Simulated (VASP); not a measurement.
Input of a VASP 6.6.1 run:

The input INCAR:

```
SYSTEM = Rb
  ALGO = Fast
  EDIFF = 1E-6
  ENCUT = 520
  GGA = CA
  ISIF = 2
  ISMEAR = 0
  LASPH = .TRUE.
  LCHARG = .FALSE.
  LREAL = .FALSE.
  LWAVE = .FALSE.
  NBANDS = 10
  NELM = 60
  PREC = Accurate
  SIGMA = 0.15
```

KPOINTS

```
k-points
0
G
  14 14 14
  0 0 0
```

Contents of POSCAR:

```
Rb
1.0
   -2.2780259406      2.2780259406      3.5669330178
    2.2780259406     -2.2780259406      3.5669330178
    2.2780259406      2.2780259406     -3.5669330178
Rb
1
Direct
    0.0000000000      0.0000000000      0.0000000000
```

Potentials or basis: VASP PAW LDA potentials, release 64 (Rb_sv).

Command:

```bash
$ cat potpaw_LDA.64/Rb_sv/POTCAR > POTCAR
$ mpirun -np 1 vasp_std > vasp.out
```

Problem. What does it give for the pressure?

Solution. 0.2 GPa.

Problem. Estimate the band gap on the k mesh.

Solution. Zero (an odd number of electrons rules out a gap without spin polarisation).

Stress tensor (GPa, compression positive):
```
0.25 0.00 0.00
0.00 0.25 0.00
0.00 0.00 0.09
```
